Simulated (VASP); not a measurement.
# Na (Immm) in VASP: single point with LDA

Aim: the single point of Na with LDA.

Program: VASP 6.6.1. These are calculated values, not measurements. Logs are shortened: lines on timing, memory, paths and dates and some standing lists are left out, and cuts for length are marked.

## 1. The cell of the first run

Symmetry: Immm, No. 71, orthorhombic system. Conventional cell: a = 3.777 Å, b = 3.918 Å, c = 5.275 Å, α = 90.00°, β = 90.00°, γ = 90.00°. Na (site symmetry mmm) has 12 Na at 3.78 to 3.92 Å within 5.0 Å.

## 2. Single point, LDA (strain +0.0375 x Voigt [1, 0, 0, 0, 0, 0])

File INCAR:

```
SYSTEM = Na
PREC = Accurate ; ENCUT = 520
EDIFF = 1E-7 ; ISMEAR = 0
SIGMA = 0.15 ; LREAL = .FALSE.
LASPH = .TRUE. ; NELM = 80
ALGO = Fast ; ISIF = 2
LWAVE = .FALSE. ; LCHARG = .TRUE.
GGA = CA ; LELF = .TRUE.
LVHAR = .TRUE. ; NBANDS = 10
```

File KPOINTS:

```
Automatic mesh
0
G
  18 18 18
  0 0 0
```

File POSCAR:

```
Na
1.0
   -1.9591019955      1.8882910800      2.6372766800
    1.9591019955     -1.8882910800      2.6372766800
    1.9591019955      1.8882910800     -2.6372766800
Na
1
Direct
    0.0000000000      0.0000000000      0.0000000000
```

Potentials or basis: VASP PAW LDA potentials, release 64 (Na_pv).

Command:

```console
> cat potpaw_LDA.64/Na_pv/POTCAR > POTCAR
> mpirun -np 1 vasp_std > vasp.out
```

OUTCAR:

```text
SYSTEM = Na
   PREC = Accurate
   ENCUT = 520
   EDIFF = 1E-7
   ISMEAR = 0
   LREAL = .FALSE.
   LASPH = .TRUE.
   NELM = 80
   ISIF = 2
   GGA = CA

 ion  position               nearest neighbor table
   1  0.000  0.000  0.000-

  LATTYP: Found a body centered orthorhombic cell.
 ALAT       =     3.7765821600
 B/A-ratio  =     1.0375000000
 C/A-ratio  =     1.3966473220

  Lattice vectors:

 A1 = (   1.9591019955,   1.8882910800,   2.6372766800)
 A2 = (  -1.9591019955,  -1.8882910800,   2.6372766800)
 A3 = (   1.9591019955,  -1.8882910800,  -2.6372766800)

Analysis of symmetry for initial positions (statically):
=====================================================================
 Subroutine PRICEL returns:
 Original cell was already a primitive cell.

 Routine SETGRP: Setting up the symmetry group for a
 body centered orthorhombic supercell.

 Subroutine GETGRP returns: Found  8 space group operations
 (whereof  8 operations were pure point group operations)
 out of a pool of  8 trial point group operations.

The static configuration has the point symmetry D_2h.

Analysis of symmetry for dynamics (positions and initial velocities):
=====================================================================
 Subroutine PRICEL returns:
 Original cell was already a primitive cell.

 Routine SETGRP: Setting up the symmetry group for a
 body centered orthorhombic supercell.

 Subroutine GETGRP returns: Found  8 space group operations
 (whereof  8 operations were pure point group operations)
 out of a pool of  8 trial point group operations.

The dynamic configuration has the point symmetry D_2h.

 Subroutine INISYM returns: Found  8 space group operations
 (whereof  8 operations are pure point group operations),
 and found     1 'primitive' translations

----------------------------------------------------------------------------------------

                                     Primitive cell

  volume of cell :      39.0249

  direct lattice vectors                    reciprocal lattice vectors
    -1.959101995  1.888291080  2.637276680     0.000000000  0.264789685  0.189589512
     1.959101995 -1.888291080  2.637276680     0.255218973  0.000000000  0.189589512
     1.959101995  1.888291080 -2.637276680     0.255218973  0.264789685  0.000000000

  length of vectors
     3.789320799  3.789320799  3.789320799     0.325665105  0.317932237  0.367763921

[... 83 lines left out ...]
   NFREE  =      0    steps in history (QN), initial steepest desc. (CG)
   ISIF   =      2    stress and relaxation
   ISYM   =      2    0-nonsym 1-usesym 2-fastsym
   POTIM  = 0.5000    time-step for ionic-motion
   TEBEG  =    0.0;   TEEND  =   0.0 temperature during run
   PSTRESS=    0.0 pullay stress
   NELECT =       7.0000    total number of electrons
   NUPDOWN=      -1.0000    fix difference up-down
   EMIN   =  10.00;   EMAX   =-10.00  energy-range for DOS
   EFERMI =   0.00;   METHOD = LEGACY
   ISMEAR =     0;   SIGMA  =   0.15  broadening in eV -4-tet -1-fermi 0-gaus
   EFERMI_NEDOS =   21; number of points for ismear=-14 and -15
   IALGO  =     68    algorithm
   IMIX   =      4    mixing-type and parameters
     AMIX     =   0.40;   BMIX     =  1.00
     AMIX_MAG =   1.60;   BMIX_MAG =  1.00
  volume/ion in A,a.u.               =      39.02       263.35
  Fermi-wavevector in a.u.,A,eV,Ry     =   0.923266  1.744720 11.597886  0.852421
  Thomas-Fermi vector in A             =   2.048884
   LORBIT       =      0    0 simple, 1 ext, 2 COOP (PROOUT), +10 PAW based schemes
   GGA     = CA    functional components
   LHFCALC =     F    Hartree Fock is set to
   AEXX    =    0.0000 exact exchange contribution
   IVDW    =     0    specifies the selected vdW correction
   LEPSILON=     F    determine dielectric tensor
   LRPA    =     F    only Hartree local field effects (RPA)
 non-spin polarized calculation
 RMM-DIIS sequential band-by-band and
 Gauss-broadening in eV      SIGMA  =   0.15
  energy-cutoff  :      520.00
  volume of cell :       39.02
 maximum number of plane-waves:      1067
   NGX = 15   NGY = 15   NGZ = 15

 number of electron       7.0000001 magnetization

 Free energy of the ion-electron system (eV)
  ---------------------------------------------------
  ext. energy  EPLUGINS =         0.00000000
  ---------------------------------------------------
  free energy    TOTEN  =        -1.43535335 eV

  energy without entropy =       -1.42999242  energy(sigma->0) =       -1.43267289

 E-fermi :   0.0323     XC(G=0):  -6.5855

 val. band max:        0.0301966469   @ k =   0.4444  -0.2222   0.0556
 cond. band min:       0.0371921759   @ k =  -0.1111  -0.4444   0.0556
 fundamental gap:      0.0069955290
 Fermi energy:         0.0323461399

 k-point     1 :       0.0000    0.0000    0.0000
  band No.  band energies     occupation
      1     -24.9634      2.00000
      2     -24.9633      2.00000
      3     -24.9629      2.00000
      4      -3.1548      2.00000
      5      10.3928      0.00000
      6      10.8192      0.00000
      7      11.0778      0.00000
      8      11.6769      0.00000
      9      11.7362      0.00000
     10      12.4186      0.00000
[... 287 lines left out ...]
 k-point    24 :      -0.2778    0.0556   -0.0000
  band No.  band energies     occupation
      1     -24.9800      2.00000
      2     -24.9663      2.00000
      3     -24.9654      2.00000
      4      -2.0190      2.00000
      5       5.3902      0.00000
      6       9.0841      0.00000
      7       9.8635      0.00000
      8      10.8290      0.00000
      9      11.5760      0.00000
     10      12.7785      0.00000

 [... further k-points ...]

------------------------ aborting loop because EDIFF is reached ----------------------------------------

  FORCE on cell =-STRESS in cart. coord.  units (eV):
  Direction    XX          YY          ZZ          XY          YZ          ZX
  --------------------------------------------------------------------------------------
  -------------------------------------------------------------------------------------
  Total       -0.2982928     -0.2279662     -0.2617733     -0.0000000      0.0000000      0.0000000
  in kB      -12.2464906     -9.3592125    -10.7471736     -0.0000000      0.0000000      0.0000000
  external PRESSURE =     -10.7842923 kB  Pullay stress =       0.0000000 kB

 VOLUME and BASIS-vectors are now :
 -----------------------------------------------------------------------------
  energy-cutoff  :      520.00
  volume of cell :       39.02
      direct lattice vectors                 reciprocal lattice vectors
    -1.959101995  1.888291080  2.637276680     0.000000000  0.264789685  0.189589512
     1.959101995 -1.888291080  2.637276680     0.255218973  0.000000000  0.189589512
     1.959101995  1.888291080 -2.637276680     0.255218973  0.264789685  0.000000000

 POSITION                                       TOTAL-FORCE (eV/Angst)
 -----------------------------------------------------------------------------------
      0.00000      0.00000      0.00000         0.000000      0.000000      0.000000
 -----------------------------------------------------------------------------------
    total drift:                               -0.000000     -0.000000      0.000000

  FREE ENERGIE OF THE ION-ELECTRON SYSTEM (eV)
  ---------------------------------------------------
  free  energy   TOTEN  =        -1.4353533530 eV

  energy  without entropy=       -1.4299924172  energy(sigma->0) =       -1.43267289
```

Wall time 6.3 min (1 thread of Oxide Virtual Turin-like, shared host); peak memory 0.32 GiB.

Results:

```
Free energy            : -1.4354 eV
Pressure               : -1.1 GPa
Band gap on the k mesh : zero (an odd number of electrons rules out a gap without spin polarisation)
```

Stress tensor (GPa, compression positive):
```
-1.22  0.00  0.00
 0.00 -0.94  0.00
 0.00  0.00 -1.07
```

Caveat: the cell differs from its parent crystal (strain +0.0375 x Voigt [1, 0, 0, 0, 0, 0]).
